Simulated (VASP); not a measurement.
## Re: single point with PBE

Re:

```
Re
1.0
     2.77376    0.00000    0.00000
    -1.38688    2.40214    0.00000
     0.00000    0.00000    8.97113
Re
4
Direct
  0.66667 0.33333 0.75000
  0.00000 0.00000 0.50000
  0.33333 0.66667 0.25000
  0.00000 0.00000 0.00000
```

```json
{
 "Program": "VASP 6.6.1",
 "Task": "single point",
 "Functional": "PBE",
 "Potentials or basis": "VASP PAW PBE potentials, release 64 (Re)",
 "Cutoff": "520 eV",
 "k mesh": "11 × 11 × 3",
 "Occupations": "fermi-dirac, width 0.05 eV",
 "Spin": "no spin polarisation",
 "Dipole correction": "no",
 "Further INCAR settings": "ALGO = Normal; EDIFF = 1e-07; NBANDS = 22"
}
```

The pressure is -0.5 GPa and the band gap on the k mesh is zero (bands 14 and 15 overlap by 2.37 eV).

Levels at points of the mesh, in eV from the Fermi level:
| k point | band 12 | band 13 | band 14 | band 15 | band 16 | band 17 |
| --- | --- | --- | --- | --- | --- | --- |
| (0.00, 0.00, 0.00) | -1.19 | -1.19 | -1.08 | -1.08 | 0.48 | 0.64 |

Run time: 28 s on 1 thread of Intel(R) Xeon(R) 6975P-C (Granite Rapids), on a shared host, peak memory 0.2 GiB.

Caveat: spin-orbit coupling is left out, which moves the levels of the heavy elements.
